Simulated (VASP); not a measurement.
# Bi (R-3m) in VASP: a series of runs

Runs on Bi. Level: PBE. Tasks: single point.

Program: VASP 6.6.1. These are calculated values, not measurements. Logs are shortened: lines on timing, memory, paths and dates and some standing lists are left out, and cuts for length are marked.

### 1 The cell of the first run

The structure is trigonal, space group R-3m (No. 166). The conventional cell has a = 4.585 Å, b = 4.585 Å, c = 12.140 Å, α = 90.00°, β = 90.00°, γ = 120.00°. Bi (site symmetry 3m) has 6 Bi at 3.11 to 3.59 Å within 4.1 Å.

### 2 Single point, PBE

INCAR

```
SYSTEM = Bi
  PREC = Accurate
  ENCUT = 520
  EDIFF = 1E-6
  ISMEAR = -1
  SIGMA = 0.3
  LREAL = .False.
  LASPH = .True.
  NELM = 60
  ALGO = Normal
  ISIF = 2
  LWAVE = .False.
  LCHARG = .True.
  GGA = PE
  LELF = .True.
  LVHAR = .True.
  NBANDS = 22
```

KPOINTS

```
regular mesh
0
Gamma
  8 8 8
  0 0 0
```

POSCAR

```
Bi
1.0
    2.2924582305      1.3235513765      4.0467531177
   -2.2924582305      1.3235513765      4.0467531177
    0.0000000000     -2.6471027530      4.0467531177
Bi
2
Direct
    0.2337113826      0.2337113826      0.2337113826
    0.7662886174      0.7662886174      0.7662886174
```

Potentials or basis: VASP PAW PBE potentials, release 64 (Bi_d).

On the command line:

```sh
cat potpaw_PBE.64/Bi_d/POTCAR > POTCAR
mpirun -np 1 vasp_std > vasp.out
```

OUTCAR:

```text
SYSTEM = Bi
   PREC = Accurate
   ENCUT = 520
   EDIFF = 1E-6
   ISMEAR = -1
   LREAL = .False.
   LASPH = .True.
   NELM = 60
   ISIF = 2
   GGA = PE

 ion  position               nearest neighbor table
   1  0.234  0.234  0.234-   2 3.11   2 3.11   2 3.11   2 3.59   2 3.59   2 3.59
   2  0.766  0.766  0.766-   1 3.11   1 3.11   1 3.11   1 3.59   1 3.59   1 3.59

  LATTYP: Found a trigonal (rhomboedric) cell.
 ALAT       =     4.8356347857
 COS(alpha) =     0.5505039576

  Lattice vectors:

 A1 = (   2.2924582305,   1.3235513765,   4.0467531177)
 A2 = (  -2.2924582305,   1.3235513765,   4.0467531177)
 A3 = (   0.0000000000,  -2.6471027530,   4.0467531177)

Analysis of symmetry for initial positions (statically):
=====================================================================
 Subroutine PRICEL returns:
 Original cell was already a primitive cell.

 Routine SETGRP: Setting up the symmetry group for a
 trigonal (rhombohedral) supercell.

 Subroutine GETGRP returns: Found 12 space group operations
 (whereof 12 operations were pure point group operations)
 out of a pool of 12 trial point group operations.

The static configuration has the point symmetry D_3d.

Analysis of symmetry for dynamics (positions and initial velocities):
=====================================================================
 Subroutine PRICEL returns:
 Original cell was already a primitive cell.

 Routine SETGRP: Setting up the symmetry group for a
 trigonal (rhombohedral) supercell.

 Subroutine GETGRP returns: Found 12 space group operations
 (whereof 12 operations were pure point group operations)
 out of a pool of 12 trial point group operations.

The dynamic configuration has the point symmetry D_3d.

 Subroutine INISYM returns: Found 12 space group operations
 (whereof 12 operations are pure point group operations),
 and found     1 'primitive' translations

----------------------------------------------------------------------------------------

                                     Primitive cell

  volume of cell :      73.6716

  direct lattice vectors                    reciprocal lattice vectors
     2.292458230  1.323551376  4.046753118     0.218106482  0.125923836  0.082370563
    -2.292458230  1.323551376  4.046753118    -0.218106482  0.125923836  0.082370563
     0.000000000 -2.647102753  4.046753118     0.000000000 -0.251847672  0.082370563

  length of vectors
[... 71 lines left out ...]
   NGXF,Y,Z  is equivalent  to a cutoff of  24.75, 24.75, 24.75 a.u.
 SYSTEM =  Bi
   PREC   = accura    normal or accurate (medium, high low for compatibility)
   ISTART =      0    job   : 0-new  1-cont  2-samecut
   ICHARG =      2    charge: 1-file 2-atom 10-const
   ISPIN  =      1    spin polarized calculation?
   LNONCOLLINEAR =      F non collinear calculations
   LSORBIT =      F    spin-orbit coupling
   LASPH  =      T    aspherical Exc in radial PAW
   ENCUT  =  520.0 eV  38.22 Ry    6.18 a.u.   8.99  8.99  8.99*2*pi/ulx,y,z
   NELM   =     60;   NELMIN=  2; NELMDL= -5     # of ELM steps
   EDIFF  = 0.1E-05   stopping-criterion for ELM
   LREAL  =      F    real-space projection
   EDIFFG = 0.1E-04   stopping-criterion for IOM
   NSW    =      0    number of steps for IOM
   IBRION =     -1    ionic relax: 0-MD 1-quasi-New 2-CG
   NFREE  =      0    steps in history (QN), initial steepest desc. (CG)
   ISIF   =      2    stress and relaxation
   ISYM   =      2    0-nonsym 1-usesym 2-fastsym
   POTIM  = 0.5000    time-step for ionic-motion
   TEBEG  =    0.0;   TEEND  =   0.0 temperature during run
   PSTRESS=    0.0 pullay stress
   NELECT =      30.0000    total number of electrons
   NUPDOWN=      -1.0000    fix difference up-down
   EMIN   =  10.00;   EMAX   =-10.00  energy-range for DOS
   EFERMI =   0.00;   METHOD = LEGACY
   ISMEAR =    -1;   SIGMA  =   0.30  broadening in eV -4-tet -1-fermi 0-gaus
   EFERMI_NEDOS =   21; number of points for ismear=-14 and -15
   IALGO  =     38    algorithm
   IMIX   =      4    mixing-type and parameters
     AMIX     =   0.40;   BMIX     =  1.00
     AMIX_MAG =   1.60;   BMIX_MAG =  1.00
  volume/ion in A,a.u.               =      36.84       248.58
  Fermi-wavevector in a.u.,A,eV,Ry     =   1.213431  2.293053 20.033429  1.472415
  Thomas-Fermi vector in A             =   2.348884
   LORBIT       =      0    0 simple, 1 ext, 2 COOP (PROOUT), +10 PAW based schemes
   GGA     = PE    functional components
   LHFCALC =     F    Hartree Fock is set to
   AEXX    =    0.0000 exact exchange contribution
   IVDW    =     0    specifies the selected vdW correction
   LEPSILON=     F    determine dielectric tensor
   LRPA    =     F    only Hartree local field effects (RPA)
 non-spin polarized calculation
  energy-cutoff  :      520.00
  volume of cell :       73.67
 maximum number of plane-waves:      2014
   NGX = 17   NGY = 17   NGZ = 17

 number of electron      29.9999994 magnetization

 Free energy of the ion-electron system (eV)
  ---------------------------------------------------
  ext. energy  EPLUGINS =         0.00000000
  ---------------------------------------------------
  free energy    TOTEN  =        -7.87217916 eV

  energy without entropy =       -7.62043659  energy(sigma->0) =       -7.74630787

 E-fermi :   5.8909     XC(G=0):  -9.3224

 val. band max:        5.7624953357   @ k =  -0.3750   0.5000   0.3750
 cond. band min:       5.9826224926   @ k =   0.3750   0.1250   0.1250
 fundamental gap:      0.2201271568
 Fermi energy:         5.8909149450

 k-point     1 :       0.0000    0.0000    0.0000
  band No.  band energies     occupation
      1     -17.0417      2.00000
      2     -17.0417      2.00000
      3     -16.9081      2.00000
      4     -16.9081      2.00000
      5     -16.8961      2.00000
      6     -16.7492      2.00000
[... 589 lines left out ...]
     21      13.1450      0.00000
     22      14.5693      0.00000

 [... further k-points ...]
[... 5 lines left out ...]
  --------------------------------------------------------------------------------------
  -------------------------------------------------------------------------------------
  Total        0.1070900      0.1070900      0.0871826      0.0000000      0.0000000      0.0000000
  in kB        2.3289462      2.3289462      1.8960090      0.0000000      0.0000000      0.0000000
  external PRESSURE =       2.1846338 kB  Pullay stress =       0.0000000 kB

 VOLUME and BASIS-vectors are now :
 -----------------------------------------------------------------------------
  energy-cutoff  :      520.00
  volume of cell :       73.67
      direct lattice vectors                 reciprocal lattice vectors
     2.292458230  1.323551376  4.046753118     0.218106482  0.125923836  0.082370563
    -2.292458230  1.323551376  4.046753118    -0.218106482  0.125923836  0.082370563
     0.000000000 -2.647102753  4.046753118     0.000000000 -0.251847672  0.082370563

 POSITION                                       TOTAL-FORCE (eV/Angst)
 -----------------------------------------------------------------------------------
      0.00000      0.00000      2.83732         0.000000     -0.000000      0.142423
      0.00000      0.00000      9.30294         0.000000      0.000000     -0.142423
 -----------------------------------------------------------------------------------
    total drift:                               -0.000000      0.000000     -0.000000

  FREE ENERGIE OF THE ION-ELECTRON SYSTEM (eV)
  ---------------------------------------------------
  free  energy   TOTEN  =        -7.8721791591 eV

  energy  without entropy=       -7.6204365892  energy(sigma->0) =       -7.74630787
```

OSZICAR:

```text
N       E                     dE             d eps       ncg     rms          rms(c)
DAV:   1     0.307981818177E+03    0.30798E+03   -0.16167E+04  2860   0.160E+03
DAV:   2     0.187042938745E+02   -0.28928E+03   -0.28197E+03  2902   0.435E+02
DAV:   3    -0.694648134140E+01   -0.25651E+02   -0.25321E+02  3448   0.143E+02
DAV:   4    -0.783303881783E+01   -0.88656E+00   -0.88602E+00  3530   0.294E+01
DAV:   5    -0.787272017159E+01   -0.39681E-01   -0.39680E-01  4092   0.561E+00    0.982E-01
DAV:   6    -0.787134391996E+01    0.13763E-02   -0.17362E-02  3720   0.136E+00    0.597E-01
DAV:   7    -0.787198699898E+01   -0.64308E-03   -0.11648E-02  3462   0.120E+00    0.108E-01
DAV:   8    -0.787216363572E+01   -0.17664E-03   -0.16327E-03  3382   0.457E-01    0.195E-02
DAV:   9    -0.787217996570E+01   -0.16330E-04   -0.62291E-05  4128   0.658E-02    0.107E-02
DAV:  10    -0.787217915913E+01    0.80657E-06   -0.64258E-06  2686   0.198E-02
   1 F= -.78721792E+01 E0= -.77463079E+01  d E =-.251743E+00
```

It took 37 s on 1 thread of Intel Xeon Platinum 8559C (Emerald Rapids), shared host; peak memory 0.24 GiB.

Results:

```
Free energy            : -7.8722 eV
Pressure               : 0.2 GPa
Largest force          : 0.142 eV/Å
Band gap on the k mesh : zero (band 15 reaches 5.76 eV, above the bottom of band 16 at 5.61 eV)
```

Forces in eV/Å, atoms in the order of the input:
```
Bi   0.000  0.000  0.142
Bi   0.000  0.000 -0.142
```

Levels at points of the mesh, in eV from the Fermi level:
| k point | band 11 | band 12 | band 13 | band 14 | band 15 | band 16 | band 17 | band 18 | band 19 | band 20 |
| --- | --- | --- | --- | --- | --- | --- | --- | --- | --- | --- |
| (0.00, 0.00, 0.00) | -12.89 | -7.71 | -1.54 | -1.17 | -1.17 | 2.34 | 2.79 | 2.79 | 5.55 | 5.78 |
| (0.50, 0.00, 0.00) | -11.09 | -10.45 | -1.44 | -1.21 | -0.37 | -0.28 | 0.46 | 1.01 | 7.25 | 8.14 |
| (0.50, 0.50, 0.00) | -11.20 | -9.53 | -4.50 | -2.94 | -2.77 | 2.35 | 4.61 | 5.19 | 6.28 | 8.95 |
| (0.50, 0.50, 0.50) | -11.79 | -9.87 | -0.96 | -0.61 | -0.61 | 0.67 | 0.70 | 0.70 | 6.77 | 8.84 |

Caveat: spin-orbit coupling is left out, which moves the levels of the heavy elements.

### 3 Single point, PBE

INCAR

```
SYSTEM = Bi
PREC     = Accurate       ! precision mode
ENCUT    = 520            ! plane-wave cutoff, eV
EDIFF    = 1E-7           ! SCF threshold, eV
ISMEAR   = -1             ! smearing method
SIGMA    = 0.6            ! smearing width, eV
LREAL    = .False.        ! projectors in reciprocal space
LASPH    = .True.         ! aspherical terms in the spheres
NELM     = 60             ! most SCF steps
ALGO     = Normal         ! electronic algorithm
ISIF     = 2              ! what is computed and relaxed
LWAVE    = .False.        ! write WAVECAR
LCHARG   = .True.         ! write CHGCAR
GGA      = PE             ! functional
LELF     = .True.         ! ELF
LVHAR    = .True.       
NBANDS   = 22             ! bands
```

KPOINTS is that of step 2.

POSCAR is that of step 2.

Potentials or basis: VASP PAW PBE potentials, release 64 (Bi_d).

On the command line:

```sh
cat potpaw_PBE.64/Bi_d/POTCAR > POTCAR
mpirun -np 1 vasp_std > vasp.out
```

OUTCAR:

```text
SYSTEM = Bi
   PREC = Accurate
   ENCUT = 520
   EDIFF = 1E-7
   ISMEAR = -1
   LREAL = .False.
   LASPH = .True.
   NELM = 60
   ISIF = 2
   GGA = PE

 ion  position               nearest neighbor table
   1  0.234  0.234  0.234-   2 3.11   2 3.11   2 3.11   2 3.59   2 3.59   2 3.59
   2  0.766  0.766  0.766-   1 3.11   1 3.11   1 3.11   1 3.59   1 3.59   1 3.59

  LATTYP: Found a trigonal (rhomboedric) cell.
 ALAT       =     4.8356347857
 COS(alpha) =     0.5505039576

  Lattice vectors:

[... 188 lines left out ...]
      3     -16.9127      2.00000
      4     -16.9127      2.00000
      5     -16.9009      2.00000
      6     -16.7539      2.00000
[... 589 lines left out ...]
     21      13.1389      0.00001
     22      14.5631      0.00000

 [... further k-points ...]
[... 5 lines left out ...]
  --------------------------------------------------------------------------------------
  -------------------------------------------------------------------------------------
  Total        0.7795970      0.7795970      0.5527603      0.0000000      0.0000000      0.0000000
  in kB       16.9543264     16.9543264     12.0211836      0.0000000      0.0000000      0.0000000
  external PRESSURE =      15.3099455 kB  Pullay stress =       0.0000000 kB

 VOLUME and BASIS-vectors are now :
 -----------------------------------------------------------------------------
  energy-cutoff  :      520.00
  volume of cell :       73.67
      direct lattice vectors                 reciprocal lattice vectors
     2.292458230  1.323551376  4.046753118     0.218106482  0.125923836  0.082370563
    -2.292458230  1.323551376  4.046753118    -0.218106482  0.125923836  0.082370563
     0.000000000 -2.647102753  4.046753118     0.000000000 -0.251847672  0.082370563

 POSITION                                       TOTAL-FORCE (eV/Angst)
 -----------------------------------------------------------------------------------
      0.00000      0.00000      2.83732         0.000000     -0.000000      0.475589
      0.00000      0.00000      9.30294         0.000000      0.000000     -0.475589
 -----------------------------------------------------------------------------------
    total drift:                               -0.000000      0.000000     -0.000000

  FREE ENERGIE OF THE ION-ELECTRON SYSTEM (eV)
  ---------------------------------------------------
  free  energy   TOTEN  =        -8.3411922751 eV

  energy  without entropy=       -6.9641273013  energy(sigma->0) =       -7.65265979
```

stdout:

```text
POSCAR found type information on POSCAR Bi
 POSCAR found :  1 types and       2 ions
 scaLAPACK will be used
 LDA part: xc-table for (Slater+PW92), standard interpolation
 POSCAR, INCAR and KPOINTS ok, starting setup
 FFT: planning ... GRIDC
 FFT: planning ... GRID_SOFT
 FFT: planning ... GRID
 WAVECAR not read
 entering main loop
```

It took 46 s on 1 thread of Intel Xeon Platinum 8559C (Emerald Rapids), shared host; peak memory 0.24 GiB.

Results:

- Free energy: -8.3412 eV
- Pressure: 1.5 GPa
- Largest force: 0.476 eV/Å
- Band gap on the k mesh: zero (band 15 reaches 5.76 eV, above the bottom of band 16 at 5.60 eV)

Forces in eV/Å, atoms in the order of the input:
```
Bi   0.000  0.000  0.476
Bi   0.000  0.000 -0.476
```

Caveat: spin-orbit coupling is left out, which moves the levels of the heavy elements.
